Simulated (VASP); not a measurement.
# TiO2 (P4_2/mnm) in VASP: a series of runs

Runs on TiO2. Level: PBE. Tasks: single point.

All numbers are computed with VASP 6.6.1; they aren't measurements. Logs are shortened: lines on timing, memory, paths and dates and some standing lists are left out, and cuts for length are marked.

### Step 1. The cell of the first run

The structure is tetragonal, space group P4_2/mnm (No. 136). The conventional cell has a = 4.427 Å, b = 4.427 Å, c = 2.727 Å, α = 90.00°, β = 90.00°, γ = 90.00°. Ti (site symmetry mmm) has 6 O at 1.83 to 1.91 Å within 2.4 Å. O (site symmetry m2m) has 3 Ti at 1.83 to 1.91 Å within 2.4 Å.

### Step 2. Single point, PBE

Input file INCAR:

```
PREC = Accurate
ENCUT = 520
EDIFF = 1E-6
ISMEAR = 0
SIGMA = 0.05
LREAL = F
LASPH = T
NELM = 60
ALGO = Normal
ISIF = 2
LWAVE = F
LCHARG = F
GGA = PE
NBANDS = 33
```

Input file KPOINTS:

```
regular mesh
0
Gamma
  6 6 10
```

Input file POSCAR:

```
TiO2
1.0
    4.4267000000      0.0000000000      0.0000000000
    0.0000000000      4.4267000000      0.0000000000
    0.0000000000      0.0000000000      2.7268000000
Ti O
2 4
Direct
    0.0000000000      0.0000000000      0.0000000000
    0.5000000000      0.5000000000      0.5000000000
    0.3050970583      0.3050970583      0.0000000000
    0.1949029417      0.8050970583      0.5000000000
    0.6949029417      0.6949029417      0.0000000000
    0.8050970583      0.1949029417      0.5000000000
```

Potentials or basis: VASP PAW PBE potentials, release 64 (Ti_sv, O).

Launch:

```
$ cat potpaw_PBE.64/Ti_sv/POTCAR potpaw_PBE.64/O/POTCAR > POTCAR
$ mpirun -np 1 vasp_std > vasp.out
```

OUTCAR:

```text
PREC = Accurate
   ENCUT = 520
   EDIFF = 1E-6
   ISMEAR = 0
   LREAL = F
   LASPH = T
   NELM = 60
   ISIF = 2
   GGA = PE

 ion  position               nearest neighbor table
   1  0.000  0.000  0.000-   4 1.83   6 1.83   4 1.83   6 1.83   5 1.91   3 1.91
   2  0.500  0.500  0.500-   3 1.83   5 1.83   3 1.83   5 1.83   4 1.91   6 1.91
   3  0.305  0.305  0.000-   2 1.83   2 1.83   1 1.91
   4  0.195  0.805  0.500-   1 1.83   1 1.83   2 1.91
   5  0.695  0.695  0.000-   2 1.83   2 1.83   1 1.91
   6  0.805  0.195  0.500-   1 1.83   1 1.83   2 1.91

  LATTYP: Found a simple tetragonal cell.
 ALAT       =     4.4267000000
 C/A-ratio  =     0.6159893374

  Lattice vectors:

 A1 = (   4.4267000000,   0.0000000000,   0.0000000000)
 A2 = (   0.0000000000,   4.4267000000,   0.0000000000)
 A3 = (   0.0000000000,   0.0000000000,   2.7268000000)

Analysis of symmetry for initial positions (statically):
=====================================================================
 Subroutine PRICEL returns:
 Original cell was already a primitive cell.

 Routine SETGRP: Setting up the symmetry group for a
 simple tetragonal supercell.

 Subroutine GETGRP returns: Found 16 space group operations
 (whereof  8 operations were pure point group operations)
 out of a pool of 16 trial point group operations.

The static configuration has the point symmetry D_2h.
 The point group associated with its full space group is D_4h.

Analysis of symmetry for dynamics (positions and initial velocities):
=====================================================================
 Subroutine PRICEL returns:
 Original cell was already a primitive cell.

 Routine SETGRP: Setting up the symmetry group for a
 simple tetragonal supercell.

 Subroutine GETGRP returns: Found 16 space group operations
 (whereof  8 operations were pure point group operations)
 out of a pool of 16 trial point group operations.

The dynamic configuration has the point symmetry D_2h.
 The point group associated with its full space group is D_4h.

 Subroutine INISYM returns: Found 16 space group operations
 (whereof  8 operations are pure point group operations),
 and found     1 'primitive' translations

----------------------------------------------------------------------------------------

                                     Primitive cell

  volume of cell :      53.4335

  direct lattice vectors                    reciprocal lattice vectors
     4.426700000  0.000000000  0.000000000     0.225901913  0.000000000  0.000000000
     0.000000000  4.426700000  0.000000000     0.000000000  0.225901913  0.000000000
     0.000000000  0.000000000  2.726800000     0.000000000  0.000000000  0.366730233

  length of vectors
     4.426700000  4.426700000  2.726800000     0.225901913  0.225901913  0.366730233

  position of ions in fractional coordinates (direct lattice)
     0.000000000  0.000000000  0.000000000
     0.500000000  0.500000000  0.500000000
     0.305097058  0.305097058  0.000000000
     0.194902942  0.805097058  0.500000000
     0.694902942  0.694902942  0.000000000
     0.805097058  0.194902942  0.500000000

  ion indices of the primitive-cell ions
   primitive index   ion index
                 1           1
                 2           2
                 3           3
                 4           4
                 5           5
                 6           6

----------------------------------------------------------------------------------------

 KPOINTS: regular mesh

Automatic generation of k-mesh.
 Grid dimensions read from file:
 generate k-points for:    6    6   10

 Generating k-lattice:

  Cartesian coordinates                     Fractional coordinates (reciprocal lattice)
     0.037650319  0.000000000  0.000000000     0.166666667  0.000000000  0.000000000
     0.000000000  0.037650319  0.000000000     0.000000000  0.166666667  0.000000000
     0.000000000  0.000000000  0.036673023     0.000000000  0.000000000  0.100000000

  Length of vectors
     0.037650319  0.037650319  0.036673023

  Shift w.r.t. Gamma in fractional coordinates (k-lattice)
     0.000000000  0.000000000  0.000000000

 Subroutine IBZKPT returns following result:
 ===========================================

 Found     60 irreducible k-points:

 Following reciprocal coordinates:
            Coordinates               Weight
  0.000000  0.000000  0.000000      1.000000
  0.166667  0.000000  0.000000      4.000000
  0.333333  0.000000  0.000000      4.000000
  0.500000  0.000000  0.000000      2.000000
  0.166667  0.166667  0.000000      4.000000
  0.333333  0.166667  0.000000      8.000000
[... 16 lines left out ...]
  0.333333  0.000000  0.200000      8.000000
  0.500000  0.000000  0.200000      4.000000
 [... further k-points ...]
   k-points           NKPTS =     60   k-points in BZ     NKDIM =     60   number of bands    NBANDS=     33
   number of dos      NEDOS =    301   number of ions     NIONS =      6
   total plane-waves  NPLWV =  25920
   dimension x,y,z NGX =    36 NGY =   36 NGZ =   20
   dimension x,y,z NGXF=    72 NGYF=   72 NGZF=   40
   ions per type =               2   4
   NGX,Y,Z   is equivalent  to a cutoff of  13.52, 13.52, 12.19 a.u.
   NGXF,Y,Z  is equivalent  to a cutoff of  27.04, 27.04, 24.39 a.u.
 SYSTEM =  unknown system
   PREC   = accura    normal or accurate (medium, high low for compatibility)
   ISTART =      0    job   : 0-new  1-cont  2-samecut
   ICHARG =      2    charge: 1-file 2-atom 10-const
   ISPIN  =      1    spin polarized calculation?
   LNONCOLLINEAR =      F non collinear calculations
   LSORBIT =      F    spin-orbit coupling
   LASPH  =      T    aspherical Exc in radial PAW
   ENCUT  =  520.0 eV  38.22 Ry    6.18 a.u.   8.23  8.23  5.07*2*pi/ulx,y,z
   NELM   =     60;   NELMIN=  2; NELMDL= -5     # of ELM steps
   EDIFF  = 0.1E-05   stopping-criterion for ELM
   LREAL  =      F    real-space projection
   EDIFFG = 0.1E-04   stopping-criterion for IOM
   NSW    =      0    number of steps for IOM
   IBRION =     -1    ionic relax: 0-MD 1-quasi-New 2-CG
   NFREE  =      0    steps in history (QN), initial steepest desc. (CG)
   ISIF   =      2    stress and relaxation
   ISYM   =      2    0-nonsym 1-usesym 2-fastsym
   POTIM  = 0.5000    time-step for ionic-motion
   TEBEG  =    0.0;   TEEND  =   0.0 temperature during run
   PSTRESS=    0.0 pullay stress
   NELECT =      48.0000    total number of electrons
   NUPDOWN=      -1.0000    fix difference up-down
   EMIN   =  10.00;   EMAX   =-10.00  energy-range for DOS
   EFERMI =   0.00;   METHOD = LEGACY
   ISMEAR =     0;   SIGMA  =   0.05  broadening in eV -4-tet -1-fermi 0-gaus
   EFERMI_NEDOS =   21; number of points for ismear=-14 and -15
   IALGO  =     38    algorithm
   IMIX   =      4    mixing-type and parameters
     AMIX     =   0.40;   BMIX     =  1.00
     AMIX_MAG =   1.60;   BMIX_MAG =  1.00
  volume/ion in A,a.u.               =       8.91        60.10
  Fermi-wavevector in a.u.,A,eV,Ry     =   1.579613  2.985036 33.948956  2.495178
  Thomas-Fermi vector in A             =   2.679966
   LORBIT       =      0    0 simple, 1 ext, 2 COOP (PROOUT), +10 PAW based schemes
   GGA     = PE    functional components
   LHFCALC =     F    Hartree Fock is set to
   AEXX    =    0.0000 exact exchange contribution
   IVDW    =     0    specifies the selected vdW correction
   LEPSILON=     F    determine dielectric tensor
   LRPA    =     F    only Hartree local field effects (RPA)
 non-spin polarized calculation
 Gauss-broadening in eV      SIGMA  =   0.05
  energy-cutoff  :      520.00
  volume of cell :       53.43
 maximum number of plane-waves:      1462
 NGX is ok and might be reduce to    36
   NGX = 17   NGY = 17   NGZ = 11

 number of electron      47.9999961 magnetization

 Free energy of the ion-electron system (eV)
  ---------------------------------------------------
  ext. energy  EPLUGINS =         0.00000000
  ---------------------------------------------------
  free energy    TOTEN  =       -51.74802073 eV

  energy without entropy =      -51.74802073  energy(sigma->0) =      -51.74802073

 E-fermi :   6.6447     XC(G=0): -12.2453

 val. band max:        6.3430680493   @ k =   0.0000   0.0000   0.0000
 cond. band min:       8.6971546498   @ k =   0.0000   0.0000   0.0000
 fundamental gap:      2.3540866005
 Fermi energy:         6.6447039311

 k-point     1 :       0.0000    0.0000    0.0000
  band No.  band energies     occupation
      1     -49.7957      2.00000
      2     -49.7595      2.00000
      3     -26.3269      2.00000
      4     -26.3269      2.00000
      5     -25.9865      2.00000
      6     -25.9865      2.00000
[... 25 lines left out ...]
     32      14.7961      0.00000
     33      14.9782      0.00000

 k-point     2 :       0.1667    0.0000    0.0000
  band No.  band energies     occupation
      1     -49.7933      2.00000
      2     -49.7619      2.00000
      3     -26.3113      2.00000
      4     -26.3096      2.00000
      5     -26.0069      2.00000
      6     -26.0050      2.00000
[... 25 lines left out ...]
     32      14.6853      0.00000
     33      14.7058      0.00000

 k-point     3 :       0.3333    0.0000    0.0000
  band No.  band energies     occupation
      1     -49.7866      2.00000
      2     -49.7685      2.00000
      3     -26.2711      2.00000
      4     -26.2668      2.00000
      5     -26.0557      2.00000
      6     -26.0510      2.00000
[... 25 lines left out ...]
     32      14.4625      0.00000
     33      14.5012      0.00000

 k-point     4 :       0.5000    0.0000    0.0000
  band No.  band energies     occupation
      1     -49.7775      2.00000
      2     -49.7775      2.00000
      3     -26.2393      2.00000
      4     -26.2393      2.00000
      5     -26.0860      2.00000
      6     -26.0860      2.00000
[... 25 lines left out ...]
     32      13.9615      0.00000
     33      14.3674      0.00000

 k-point     5 :       0.1667    0.1667    0.0000
  band No.  band energies     occupation
      1     -49.7911      2.00000
      2     -49.7640      2.00000
      3     -26.3332      2.00000
      4     -26.2644      2.00000
      5     -26.0565      2.00000
      6     -25.9829      2.00000
[... 604 lines left out ...]
 k-point    22 :       0.1667    0.0000    0.2000
  band No.  band energies     occupation
      1     -49.7525      2.00000
      2     -49.7270      2.00000
      3     -26.2417      2.00000
      4     -26.2173      2.00000
      5     -26.1793      2.00000
      6     -26.1724      2.00000
[... 25 lines left out ...]
     32      14.0183      0.00000
     33      14.3001      0.00000

 k-point    23 :       0.3333    0.0000    0.2000
  band No.  band energies     occupation
      1     -49.7471      2.00000
      2     -49.7323      2.00000
      3     -26.2422      2.00000
      4     -26.2016      2.00000
      5     -26.1754      2.00000
      6     -26.1448      2.00000
[... 25 lines left out ...]
     32      13.5105      0.00000
     33      14.2433      0.00000

 k-point    24 :       0.5000    0.0000    0.2000
  band No.  band energies     occupation
      1     -49.7397      2.00000
      2     -49.7397      2.00000
      3     -26.2256      2.00000
      4     -26.2256      2.00000
      5     -26.1409      2.00000
      6     -26.1409      2.00000
[... 25 lines left out ...]
     32      13.2266      0.00000
     33      14.5735      0.00000

 [... further k-points ...]
[... 5 lines left out ...]
  --------------------------------------------------------------------------------------
  -------------------------------------------------------------------------------------
  Total       17.5032737     17.5032737     28.3158376      0.0000000      0.0000000      0.0000000
  in kB      524.8272798    524.8272798    849.0368296      0.0000000      0.0000000      0.0000000
  external PRESSURE =     632.8971297 kB  Pullay stress =       0.0000000 kB

 VOLUME and BASIS-vectors are now :
 -----------------------------------------------------------------------------
  energy-cutoff  :      520.00
  volume of cell :       53.43
      direct lattice vectors                 reciprocal lattice vectors
     4.426700000  0.000000000  0.000000000     0.225901913  0.000000000  0.000000000
     0.000000000  4.426700000  0.000000000     0.000000000  0.225901913  0.000000000
     0.000000000  0.000000000  2.726800000     0.000000000  0.000000000  0.366730233

 POSITION                                       TOTAL-FORCE (eV/Angst)
 -----------------------------------------------------------------------------------
      0.00000      0.00000      0.00000         0.000000      0.000000      0.000000
      2.21335      2.21335      1.36340         0.000000      0.000000      0.000000
      1.35057      1.35057      0.00000        -1.103851     -1.103851      0.000000
      0.86278      3.56392      1.36340         1.103851     -1.103851      0.000000
      3.07613      3.07613      0.00000         1.103851      1.103851     -0.000000
      3.56392      0.86278      1.36340        -1.103851      1.103851     -0.000000
 -----------------------------------------------------------------------------------
    total drift:                               -0.000000      0.000000     -0.000000

  FREE ENERGIE OF THE ION-ELECTRON SYSTEM (eV)
  ---------------------------------------------------
  free  energy   TOTEN  =       -51.7480207323 eV

  energy  without entropy=      -51.7480207323  energy(sigma->0) =      -51.74802073
```

Run time: 73 s. Hardware: 1 thread of Intel Xeon Platinum 8259CL at 2.50GHz (Skylake/Cascade Lake), shared host; peak memory 0.22 GiB.

What came out:

```yaml
Free_energy: -51.7480 eV
Pressure: 63.3 GPa
Largest_force: 1.561 eV/Å
Band_gap_on_the_k_mesh: 2.35 eV, direct
```

Forces in eV/Å, atoms in the order of the input:
```
Ti   0.000  0.000  0.000
Ti   0.000  0.000  0.000
O   -1.104 -1.104  0.000
O    1.104 -1.104  0.000
O    1.104  1.104  0.000
O   -1.104  1.104  0.000
```

Stress tensor (GPa, compression positive):
```
52.48  0.00  0.00
 0.00 52.48  0.00
 0.00  0.00 84.90
```

Caveat: forces of over 1 eV/Å act on the atoms, so gaps and moduli don't describe the material at rest.

### Step 3. Single point, PBE

This run uses another cell than the first one, of 8.97 Å³/atom, 1.007 times its volume.

Input file INCAR:

```
SYSTEM = TiO2
  PREC = Accurate
  ENCUT = 520
  EDIFF = 1E-6
  ISMEAR = 0
  SIGMA = 0.05
  LREAL = .False.
  LASPH = .True.
  NELM = 60
  ALGO = Normal
  ISIF = 2
  LWAVE = .False.
  LCHARG = .False.
  GGA = PE
  NBANDS = 33
```

Input file KPOINTS:

```
regular mesh
0
Gamma
  6 6 10
  0 0 0
```

POSCAR: that of step 2 with these lines changed.

```diff
@@ -2,5 +2,5 @@
 1.0
-    4.4267000000      0.0000000000      0.0000000000
-    0.0000000000      4.4267000000      0.0000000000
-    0.0000000000      0.0000000000      2.7268000000
+    4.3184000000      0.0000000000      0.0000000000
+    0.0000000000      4.3184000000      0.0000000000
+    0.0000000000      0.0000000000      2.8848000000
 Ti O
```

Potentials or basis: VASP PAW PBE potentials, release 64 (Ti_sv, O).

Launch:

```
$ cat potpaw_PBE.64/Ti_sv/POTCAR potpaw_PBE.64/O/POTCAR > POTCAR
$ mpirun -np 1 vasp_std > vasp.out
```

Run time: 65 s. Hardware: 1 thread of Intel Xeon Platinum 8259CL at 2.50GHz (Skylake/Cascade Lake), shared host; peak memory 0.22 GiB.

It converged, with:

```
Free energy            : -52.1528 eV
Pressure               : 54.4 GPa
Largest force          : 0.697 eV/Å
Band gap on the k mesh : 2.19 eV, indirect (least direct gap 2.19 eV)
```

Forces on the atoms (eV/Å):
```
Ti   0.000  0.000  0.000
Ti   0.000  0.000  0.000
O   -0.493 -0.493  0.000
O    0.493 -0.493  0.000
O    0.493  0.493  0.000
O   -0.493  0.493  0.000
```

Stress tensor (GPa, compression positive):
```
54.81  0.00  0.00
 0.00 54.81  0.00
 0.00  0.00 53.58
```

Levels at points of the mesh, in eV from the valence-band top:
```
           k point  band 21  band 22  band 23  band 24  band 25  band 26  band 27  band 28
(0.00, 0.00, 0.00)    -0.80    -0.41    -0.41     0.00     2.19     2.70     2.72     2.84
(0.50, 0.00, 0.00)    -2.02    -2.02    -0.92    -0.92     3.12     3.12     3.60     3.60
(0.50, 0.50, 0.00)    -1.52    -1.52    -0.97    -0.97     2.32     2.32     2.87     2.87
(0.00, 0.00, 0.50)    -2.71    -2.71    -1.49    -1.49     3.50     3.50     3.60     3.60
(0.50, 0.00, 0.50)    -2.35    -2.35    -1.26    -1.26     2.19     2.19     3.56     3.56
(0.50, 0.50, 0.50)    -1.63    -1.63    -0.64    -0.64     3.03     3.03     3.58     3.58
```

(Continued in part 2 of 2.)
